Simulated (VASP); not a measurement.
A run of VASP 6.6.1 is set up as follows.

Contents of INCAR:

```
SYSTEM = SiC
ALGO     = Normal         ! electronic algorithm
EDIFF    = 1E-7           ! SCF threshold, eV
ENCUT    = 520            ! plane-wave cutoff, eV
GGA      = PE             ! functional
ISIF     = 2              ! what is computed and relaxed
ISMEAR   = 0              ! smearing method
LASPH    = .TRUE.         ! aspherical terms in the spheres
LCHARG   = .TRUE.         ! write CHGCAR
LELF     = .TRUE.         ! ELF
LREAL    = .FALSE.        ! projectors in reciprocal space
LVHAR    = .TRUE.       
LWAVE    = .FALSE.        ! write WAVECAR
NBANDS   = 11             ! bands
NELM     = 60             ! most SCF steps
PREC     = Accurate       ! precision mode
SIGMA    = 0.05           ! smearing width, eV
```

File KPOINTS:

```
k-points
0
G
  10 10 10
  0 0 0
```

The input POSCAR:

```
SiC
1.0
    0.0000000000      2.2446106974      2.2446106974
    2.2446106974      0.0000000000      2.2446106974
    2.2446106974      2.2446106974      0.0000000000
Si C
1 1
Direct
    0.0000000000      0.0000000000      0.0000000000
    0.7500000000      0.7500000000      0.7500000000
```

Potentials or basis: VASP PAW PBE potentials, release 64 (Si, C).

Launch:

```console
$ cat potpaw_PBE.64/Si/POTCAR potpaw_PBE.64/C/POTCAR > POTCAR
$ mpirun -np 1 vasp_std > vasp.out
```

(1) What does it give for the band gap on the k mesh?

(2) What does it give for the pressure?

Results:

(1) 1.43 eV, indirect (least direct gap 4.45 eV).

(2) -13.6 GPa.

Caveat: the cell differs from its parent crystal (strain +0.025 along x and y, +0.025 along z).
